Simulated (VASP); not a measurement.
# ZrSi3O8 (P222) in VASP: single point with PBE

Aim: the single point of ZrSi3O8 with PBE.

Program: VASP 6.6.1. These are calculated values, not measurements. Logs are shortened: lines on timing, memory, paths and dates and some standing lists are left out, and cuts for length are marked.

### Step 1. The cell of the first run

The structure is orthorhombic, space group P222 (No. 16). Conventional cell: a = 5.051 Å, b = 5.822 Å, c = 5.863 Å, α = 90.00°, β = 90.00°, γ = 90.00°. Zr (site symmetry 222) has 4 O at 1.97 Å and 2 Si at 2.53 Å within 2.6 Å. Si (site symmetry 222) has 4 O at 1.65 Å within 2.2 Å. Within 2.3 Å of Si (site symmetry 222) lie 4 O at 1.70 Å. Within 2.3 Å of Si (site symmetry 222) lie 4 O at 1.73 Å. Within 2.2 Å of O (site symmetry 1) lie 1 Si at 1.65 Å and 1 Zr at 1.97 Å. O (site symmetry 1) has 2 Si at 1.70 to 1.73 Å and 1 O at 2.32 Å within 2.4 Å.

### Step 2. Single point, PBE

File INCAR:

```
SYSTEM = ZrSi3O8
ALGO = Normal ; EDIFF = 1E-7
ENCUT = 520 ; GGA = PE
ISIF = 2 ; ISMEAR = 0
LASPH = .True. ; LCHARG = .False.
LREAL = .False. ; LWAVE = .False.
NBANDS = 48 ; NELM = 60
PREC = Accurate ; SIGMA = 0.02
```

File KPOINTS:

```
k-points
0
Gamma
  6 4 4
  0 0 0
```

File POSCAR:

```
ZrSi3O8
1.0
    5.0507925438      0.0000000000      0.0000000000
    0.0000000000      5.8222045663      0.0000000000
    0.0000000000      0.0000000000      5.8633224679
Zr Si O
1 3 8
Direct
    0.0000000000      0.0000000000      0.0000000000
    0.5000000000      0.0000000000      0.0000000000
    0.0000000000      0.5000000000      0.5000000000
    0.5000000000      0.5000000000      0.5000000000
    0.2957785288      0.8434903665      0.1551865272
    0.7539516557      0.3587721605      0.6398730406
    0.7042214712      0.1565096335      0.1551865272
    0.2460483443      0.6412278395      0.6398730406
    0.2460483443      0.3587721605      0.3601269594
    0.7042214712      0.8434903665      0.8448134728
    0.7539516557      0.6412278395      0.3601269594
    0.2957785288      0.1565096335      0.8448134728
```

Potentials or basis: VASP PAW PBE potentials, release 64 (Zr_sv, Si, O).

Started as:

```
cat potpaw_PBE.64/Zr_sv/POTCAR potpaw_PBE.64/Si/POTCAR potpaw_PBE.64/O/POTCAR > POTCAR
mpirun -np 1 vasp_std > vasp.out
```

OUTCAR:

```text
SYSTEM = ZrSi3O8
   EDIFF = 1E-7
   ENCUT = 520
   GGA = PE
   ISIF = 2
   ISMEAR = 0
   LASPH = .True.
   LREAL = .False.
   NELM = 60
   PREC = Accurate

 ion  position               nearest neighbor table
   1  0.000  0.000  0.000-   5 1.97   7 1.97  10 1.97  12 1.97   2 2.53   2 2.53
   2  0.500  0.000  0.000-   5 1.65   7 1.65  10 1.65  12 1.65   1 2.53   1 2.53
   3  0.000  0.500  0.500-   6 1.70   8 1.70   9 1.70  11 1.70   4 2.53   4 2.53
   4  0.500  0.500  0.500-   6 1.73   8 1.73   9 1.73  11 1.73   3 2.53   3 2.53
   5  0.296  0.843  0.155-   2 1.65   1 1.97
   6  0.754  0.359  0.640-   3 1.70   4 1.73
   7  0.704  0.157  0.155-   2 1.65   1 1.97
   8  0.246  0.641  0.640-   3 1.70   4 1.73
   9  0.246  0.359  0.360-   3 1.70   4 1.73
  10  0.704  0.843  0.845-   2 1.65   1 1.97
  11  0.754  0.641  0.360-   3 1.70   4 1.73
  12  0.296  0.157  0.845-   2 1.65   1 1.97

  LATTYP: Found a simple orthorhombic cell.
 ALAT       =     5.0507925438
 B/A-ratio  =     1.1527308865
 C/A-ratio  =     1.1608717676

  Lattice vectors:

 A1 = (   5.0507925438,   0.0000000000,   0.0000000000)
 A2 = (   0.0000000000,   5.8222045663,   0.0000000000)
 A3 = (   0.0000000000,   0.0000000000,   5.8633224679)

Analysis of symmetry for initial positions (statically):
=====================================================================
 Subroutine PRICEL returns:
 Original cell was already a primitive cell.

 Routine SETGRP: Setting up the symmetry group for a
 simple orthorhombic supercell.

 Subroutine GETGRP returns: Found  4 space group operations
 (whereof  4 operations were pure point group operations)
 out of a pool of  8 trial point group operations.

The static configuration has the point symmetry D_2 .

Analysis of symmetry for dynamics (positions and initial velocities):
=====================================================================
 Subroutine PRICEL returns:
 Original cell was already a primitive cell.

 Routine SETGRP: Setting up the symmetry group for a
 simple orthorhombic supercell.

 Subroutine GETGRP returns: Found  4 space group operations
 (whereof  4 operations were pure point group operations)
 out of a pool of  8 trial point group operations.

The dynamic configuration has the point symmetry D_2 .

 Subroutine INISYM returns: Found  4 space group operations
 (whereof  4 operations are pure point group operations),
 and found     1 'primitive' translations

[... 126 lines left out ...]
   NUPDOWN=      -1.0000    fix difference up-down
   EMIN   =  10.00;   EMAX   =-10.00  energy-range for DOS
   EFERMI =   0.00;   METHOD = LEGACY
   ISMEAR =     0;   SIGMA  =   0.02  broadening in eV -4-tet -1-fermi 0-gaus
   EFERMI_NEDOS =   21; number of points for ismear=-14 and -15
   IALGO  =     38    algorithm
   IMIX   =      4    mixing-type and parameters
     AMIX     =   0.40;   BMIX     =  1.00
     AMIX_MAG =   1.60;   BMIX_MAG =  1.00
  volume/ion in A,a.u.               =      14.37        96.96
  Fermi-wavevector in a.u.,A,eV,Ry     =   1.223645  2.312354 20.372096  1.497307
  Thomas-Fermi vector in A             =   2.358748
   LORBIT       =      0    0 simple, 1 ext, 2 COOP (PROOUT), +10 PAW based schemes
   GGA     = PE    functional components
   LHFCALC =     F    Hartree Fock is set to
   AEXX    =    0.0000 exact exchange contribution
   IVDW    =     0    specifies the selected vdW correction
   LEPSILON=     F    determine dielectric tensor
   LRPA    =     F    only Hartree local field effects (RPA)
 non-spin polarized calculation
 Gauss-broadening in eV      SIGMA  =   0.02
  energy-cutoff  :      520.00
  volume of cell :      172.42
 maximum number of plane-waves:      4668
 NGX is ok and might be reduce to    40
   NGX = 19   NGY = 21   NGZ = 21

 number of electron      71.9999990 magnetization

 Free energy of the ion-electron system (eV)
  ---------------------------------------------------
  ext. energy  EPLUGINS =         0.00000000
  ---------------------------------------------------
  free energy    TOTEN  =       -93.54233177 eV

  energy without entropy =      -93.54233177  energy(sigma->0) =      -93.54233177

 E-fermi :   1.3194     XC(G=0):  -8.9417

 val. band max:        1.0769800853   @ k =   0.0000   0.0000   0.0000
 cond. band min:       5.0321131920   @ k =   0.0000   0.0000   0.0000
 fundamental gap:      3.9551331067
 Fermi energy:         1.3194066681

 k-point     1 :       0.0000    0.0000    0.0000
  band No.  band energies     occupation
      1     -45.9897      2.00000
      2     -24.9117      2.00000
      3     -24.2431      2.00000
      4     -24.2423      2.00000
      5     -18.5241      2.00000
      6     -17.3235      2.00000
[... 1213 lines left out ...]
     47      10.1706      0.00000
     48      10.2939      0.00000

 [... further k-points ...]

------------------------ aborting loop because EDIFF is reached ----------------------------------------

  FORCE on cell =-STRESS in cart. coord.  units (eV):
  Direction    XX          YY          ZZ          XY          YZ          ZX
  --------------------------------------------------------------------------------------
  -------------------------------------------------------------------------------------
  Total        0.9300017      0.1709757      0.0914052      0.0000000      0.0000000      0.0000000
  in kB        8.6417869      1.5887454      0.8493579      0.0000000      0.0000000      0.0000000
  external PRESSURE =       3.6932967 kB  Pullay stress =       0.0000000 kB

 VOLUME and BASIS-vectors are now :
 -----------------------------------------------------------------------------
  energy-cutoff  :      520.00
  volume of cell :      172.42
      direct lattice vectors                 reciprocal lattice vectors
     5.050792544  0.000000000  0.000000000     0.197988730  0.000000000  0.000000000
     0.000000000  5.822204566  0.000000000     0.000000000  0.171756246  0.000000000
     0.000000000  0.000000000  5.863322468     0.000000000  0.000000000  0.170551766

 POSITION                                       TOTAL-FORCE (eV/Angst)
 -----------------------------------------------------------------------------------
      0.00000      0.00000      0.00000         0.000000     -0.000000     -0.000000
      2.52540      0.00000      0.00000         0.000000     -0.000000     -0.000000
      0.00000      2.91110      2.93166         0.000000     -0.000000     -0.000000
      2.52540      2.91110      2.93166         0.000000     -0.000000     -0.000000
      1.49392      4.91097      0.90991         0.006370     -0.070308      0.069985
      3.80805      2.08884      3.75178        -0.001655     -0.042278      0.042696
      3.55688      0.91123      0.90991        -0.006370      0.070308      0.069985
      1.24274      3.73336      3.75178         0.001655      0.042278      0.042696
      1.24274      2.08884      2.11154         0.001655     -0.042278     -0.042696
      3.55688      4.91097      4.95341        -0.006370     -0.070308     -0.069985
      3.80805      3.73336      2.11154        -0.001655      0.042278     -0.042696
      1.49392      0.91123      4.95341         0.006370      0.070308     -0.069985
 -----------------------------------------------------------------------------------
    total drift:                                0.000000      0.000000     -0.000000

  FREE ENERGIE OF THE ION-ELECTRON SYSTEM (eV)
  ---------------------------------------------------
  free  energy   TOTEN  =       -93.5423317667 eV

  energy  without entropy=      -93.5423317667  energy(sigma->0) =      -93.54233177
```

OSZICAR:

```text
N       E                     dE             d eps       ncg     rms          rms(c)
DAV:   1     0.521552842151E+03    0.52155E+03   -0.38254E+04  3456   0.141E+03
DAV:   2    -0.692159461821E+02   -0.59077E+03   -0.57536E+03  4400   0.339E+02
DAV:   3    -0.107204184266E+03   -0.37988E+02   -0.37795E+02  4744   0.893E+01
DAV:   4    -0.108105858684E+03   -0.90167E+00   -0.89911E+00  5240   0.118E+01
DAV:   5    -0.108122587684E+03   -0.16729E-01   -0.16727E-01  4552   0.132E+00    0.392E+01
DAV:   6    -0.934768173839E+02    0.14646E+02   -0.58927E+01  4176   0.392E+01    0.157E+01
DAV:   7    -0.935717501534E+02   -0.94933E-01   -0.38466E+00  4680   0.874E+00    0.997E+00
DAV:   8    -0.935313504553E+02    0.40400E-01   -0.51665E-01  4200   0.372E+00    0.179E+00
DAV:   9    -0.935368415559E+02   -0.54911E-02   -0.73462E-02  4848   0.129E+00    0.734E-01
DAV:  10    -0.935408820643E+02   -0.40405E-02   -0.86412E-03  4408   0.540E-01    0.310E-01
DAV:  11    -0.935421097760E+02   -0.12277E-02   -0.14448E-03  4352   0.197E-01    0.112E-01
DAV:  12    -0.935422642300E+02   -0.15445E-03   -0.20302E-04  4408   0.670E-02    0.504E-02
DAV:  13    -0.935423258433E+02   -0.61613E-04   -0.95043E-05  4160   0.470E-02    0.855E-03
DAV:  14    -0.935423305310E+02   -0.46877E-05   -0.53769E-06  4264   0.127E-02    0.939E-03
DAV:  15    -0.935423317833E+02   -0.12524E-05   -0.31659E-06  4032   0.896E-03    0.323E-03
DAV:  16    -0.935423317667E+02    0.16615E-07   -0.37767E-07  3912   0.410E-03
   1 F= -.93542332E+02 E0= -.93542332E+02  d E =-.182290E-67
```

stdout:

```text
POSCAR found type information on POSCAR ZrSiO
 POSCAR found :  3 types and      12 ions
 scaLAPACK will be used
 LDA part: xc-table for (Slater+PW92), standard interpolation
 POSCAR, INCAR and KPOINTS ok, starting setup
 FFT: planning ... GRIDC
 FFT: planning ... GRID_SOFT
 FFT: planning ... GRID
 WAVECAR not read
 entering main loop
```

Wall time 2.8 min (1 thread of AMD EPYC 9R45 (Zen 5), shared host); peak memory 0.4 GiB.

What came out:

```
Free energy            : -93.5423 eV
Pressure               : 0.4 GPa
Largest force          : 0.099 eV/Å
Band gap on the k mesh : 3.96 eV
```

Forces on the atoms (eV/Å):
```
Zr   0.000  0.000  0.000
Si   0.000  0.000  0.000
Si   0.000  0.000  0.000
Si   0.000  0.000  0.000
O    0.006 -0.070  0.070
O   -0.002 -0.042  0.043
O   -0.006  0.070  0.070
O    0.002  0.042  0.043
O    0.002 -0.042 -0.043
O   -0.006 -0.070 -0.070
O   -0.002  0.042 -0.043
O    0.006  0.070 -0.070
```
